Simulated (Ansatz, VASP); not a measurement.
One calculation of Co2Ni3Pt3, two programs

INCAR

```
  ALGO = Normal
  EDIFF = 1E-6
  ENCUT = 600
  GGA = PE
  GGA_COMPAT = False
  ISIF = 2
  ISMEAR = -1
  ISPIN = 2
  LASPH = True
  LCHARG = False
  LMAXMIX = 4
  LORBIT = 11
  LREAL = False
  LWAVE = False
  MAGMOM = 1.8 1.8 1.8 1.8 1.8 1.8 1.7 1.7
  NBANDS = 53
  NELM = 200
  PREC = Accurate
  SIGMA = 0.1
```

KPOINTS

```
k-points
0
Gamma
  1 1 1
```

POSCAR

```
Co2Ni3Pt3
1.0
    1.8450807000      3.6901613000      1.8450807000
    3.6901613000     -1.8450807000     -1.8450807000
    0.0000000000      3.6901613000     -3.6901613000
Pt Ni Co
3 3 2
Direct
    0.0109294000      0.4929315000      0.7326978000
    0.4960886000      0.7681072000      0.3797749000
    0.0237380000      0.0117477000      0.4991216000
    0.4877348000      0.7674707000      0.8652480000
    0.0058307000      0.4880667000      0.2358023000
    0.9836975000      0.0039390000      0.0112488000
    0.4949742000      0.2321092000      0.6390623000
    0.5107365000      0.2454097000      0.1296090000
```

Input for Ansatz:

```yaml
crystal:
  lattice:
    - [1.8450807, 3.6901613, 1.8450807]
    - [3.6901613, -1.8450807, -1.8450807]
    - [0.0, 3.6901613, -3.6901613]
  atoms:
    - { symbol: Pt, position: [0.0109294, 0.4929315, 0.7326978], spin: 1.8 }
    - { symbol: Ni, position: [0.4877348, 0.7674707, 0.865248], spin: 1.8 }
    - { symbol: Ni, position: [0.0058307, 0.4880667, 0.2358023], spin: 1.8 }
    - { symbol: Pt, position: [0.4960886, 0.7681072, 0.3797749], spin: 1.8 }
    - { symbol: Pt, position: [0.023738, 0.0117477, 0.4991216], spin: 1.8 }
    - { symbol: Co, position: [0.4949742, 0.2321092, 0.6390623], spin: 1.7 }
    - { symbol: Ni, position: [0.9836975, 0.003939, 0.0112488], spin: 1.8 }
    - { symbol: Co, position: [0.5107365, 0.2454097, 0.129609], spin: 1.7 }
kpoints:
  mp_grid: { grid: [1, 1, 1], shift: [0, 0, 0] }
hamiltonian:
  pseudopotentials: { kind: paw, source: ansatz }
  xc: pbe
magnetization:
  spin_polarized: true
scf:
  occupations: { method: fermi_dirac }
```

Alike in both runs: task single point; functional PBE; k mesh 1 × 1 × 1; collinear spin.

|  | VASP | Ansatz |
| --- | --- | --- |
| version | VASP 6.6.1 | Ansatz 0.2 development build |
| potentials or method | VASP PAW PBE potentials, release 64 (Pt, Ni, Co) | PAW hard, scalar-relativistic |
| plane-wave cutoff (eV) | 600 | 920 |
| occupations | fermi-dirac, width 0.1 eV | fermi-dirac |

```csv
,VASP,Ansatz,Ansatz less VASP
net moment per atom (μB),0.74,0.74,+0.003
size of the moment on the site where the two differ most (μB),0.54,0.58,+0.037
```

Site moments also hang on the region over which each program counts them. Ansatz's warnings: stability check not made.

The k mesh is coarse, so the values compare programs but aren't converged. Spin-orbit coupling is off throughout.
